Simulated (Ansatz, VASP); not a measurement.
# Al2Cu: VASP beside Ansatz

INCAR

```
PREC = Accurate
ENCUT = 520
EDIFF = 1E-6
ISMEAR = 0
SIGMA = 0.1
LREAL = F
LASPH = T
NELM = 100
ALGO = Fast
ISIF = 2
LWAVE = F
LCHARG = F
GGA = PE
NBANDS = 16
```

Contents of KPOINTS:

```
regular mesh
0
Gamma
  8 8 8
```

POSCAR

```
Al2Cu
1.0
    0.0000000000      2.1810225500      6.5430676500
    1.5422158300      0.0000000000      6.5430676500
    1.5422158300      2.1810225500      0.0000000000
Al Cu
2 1
Direct
    0.8333333300      0.8333333300      0.1666666700
    0.1666666700      0.1666666700      0.8333333300
    0.5000000000      0.5000000000      0.5000000000
```

Input for Ansatz:

```yaml
crystal:
  lattice:
    - [0.0, 2.18102255, 6.54306765]
    - [1.54221583, 0.0, 6.54306765]
    - [1.54221583, 2.18102255, 0.0]
  atoms:
    - { symbol: Al, position: [0.83333333, 0.83333333, 0.16666667] }
    - { symbol: Al, position: [0.16666667, 0.16666667, 0.83333333] }
    - { symbol: Cu, position: [0.5, 0.5, 0.5] }
basis:
  ecutwfc: 420
kpoints:
  mp_grid: { grid: [8, 8, 8] }
hamiltonian:
  xc: pbe
scf:
  occupations: { method: gaussian, width: 0.1 }
  lower_state_search: "off"
output:
  forces: true
  stress: true
  eigenvalues: true
```

Alike in both runs: task single point; functional PBE; k mesh 8 × 8 × 8; occupations gaussian, width 0.1 eV; no spin polarisation.

```csv
,VASP,Ansatz
version,VASP 6.6.1,Ansatz 0.2.0
potentials or method,"VASP PAW PBE potentials, release 64 (Al, Cu), cutoff 520 eV","scalar-relativistic, plane waves, PAW"
valence electrons in the cell,17,25
```

|  | VASP | Ansatz | Ansatz less VASP |
| --- | --- | --- | --- |
| gap on the k mesh at the Fermi level (eV) | none | none | - |
| pressure (GPa) | 1.9 | 1.5 | -0.33 |
| traceless stress, the component that is largest in VASP (GPa) | 1.61 | 1.64 | +0.035 |
| rms of the force components (eV/Å) | 0.455 | 0.460 | +0.0048 |

Atom by atom the forces differ by 0.005 eV/Å (rms over components). A gap of «none» marks a metal or a gap that the smearing closes. VASP's potentials hold 17 valence electrons a cell and Ansatz's 25, so a difference there can come from the potentials and not from the codes.
